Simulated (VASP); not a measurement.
Runs of VASP 6.6.1 on Sb. The structure is that of space group R-3m (No. 166), or close to it. The cells are those of the table. 

| task | potentials or basis | cell | cutoff (eV) | second run | gap on the mesh (eV) | pressure (GPa) | largest force (eV/Å) |
| --- | --- | --- | --- | --- | --- | --- | --- |
| single point | VASP PAW PBE potentials, release 64 (Sb) | a = 4.460 Å, angles 58.0°, 2 atoms | 520 | - | 0.06 | 0.2 | 0.05 |
| single point | VASP PAW PBE potentials, release 64 (Sb_d_GW) | a = 4.460 Å, angles 58.0°, 2 atoms | 500 | valence_matched | 0.06 | -0.1 | (a) |
| relaxation of cell and atoms | VASP PAW PBE potentials, release 64 (Sb) | relaxed from a = 4.415 Å, angles 57.1°, 2 atoms | 600 | - | 0.05 | 0.0 | - |
| single point | VASP PAW PBE potentials, release 64 (Sb) | a = 4.460 Å, angles 57.9°, 2 atoms | 520 | - | 0.06 | 0.2 | 0.05 |

Alike in all rows: level PBEsol; no spin polarisation; k mesh 9 × 9 × 9; smearing fermi-dirac 0.05 eV.

Estimate the missing entries.

(a) 0.01.

Caveats: the PAW data sets were made with another functional, which shifts forces and pressure a little; spin-orbit coupling is left out, which moves the levels of the heavy elements.

A k mesh can miss the band edges, and the runs leave out spin-orbit coupling on Sb.

The runs don't all hold the same shells in valence.
